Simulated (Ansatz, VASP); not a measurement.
## Ta3H: VASP beside Ansatz

```
Ta H
1.0
     2.87431    0.00000    0.00000
    -0.95810    2.70993    0.00000
     0.00000    0.00000   21.52669
Ta H
3 1
Direct
  0.50000 0.50000 0.18582
  0.00000 0.00000 0.29097
  0.50000 0.50000 0.39610
  0.00000 0.00000 0.49690
```

Alike in both runs: task single point; functional PBE; k mesh 10 × 10 × 1; occupations gaussian, width 0.1 eV; collinear spin.

```csv
,VASP,Ansatz
version,VASP 6.6.1,Ansatz 0.2.0
potentials or method,"VASP PAW PBE potentials, release 64 (Ta_pv, H), cutoff 520 eV","scalar-relativistic, plane waves, PAW"
valence electrons in the cell,34,40
```

```csv
,VASP,Ansatz,Ansatz less VASP
gap on the k mesh at the Fermi level (eV),none,none,-
rms of the force components (eV/Å),0.868,0.868,+0.0003
net moment per atom (μB),0.00,0.00,0.000
```

Atom by atom the forces differ by 0.002 eV/Å (rms over components). A gap of «none» marks a metal or a gap that the smearing closes. VASP's potentials hold 34 valence electrons a cell and Ansatz's 40, so a difference there can come from the potentials and not from the codes. Ansatz's warnings: seeded moment not kept.

Neither program's run includes spin-orbit coupling.
